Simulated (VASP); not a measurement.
Runs of VASP 6.6.1 on MnS (Browneite). The structure is that of space group F-43m (No. 216), or close to it. The cells are those of the table. 

```csv
cell,gap on the mesh (eV),pressure (GPa)
"a = 3.566 Å, angles 60.0°, 2 atoms",none,-4.6
"a = 3.496 Å, angles 60.0°, 2 atoms",none,(b)
"a = 3.543 Å, angles 60.0°, 2 atoms",none,-2.3
"a = 3.520 Å, angles 60.0°, 2 atoms",none,(a)
"a = 3.472 Å, angles 60.0°, 2 atoms",none,6.3
```

Alike in all rows: task single point; level PBE; potentials or basis VASP PAW PBE potentials, release 64 (Mn_pv, S); no spin polarisation; k mesh 10 × 10 × 10; cutoff (eV) 520; smearing gaussian 0.05 eV.

Task: Estimate the missing entries.

Result: (a) 0.2; (b) 3.1.

Caveats: the run has no spin polarisation, though such a crystal can be magnetic; semilocal functionals often make such compounds metallic where correlation or magnetic order opens a gap, which also shifts bond lengths.

A gap of «none» marks levels without a gap at the run's occupations.
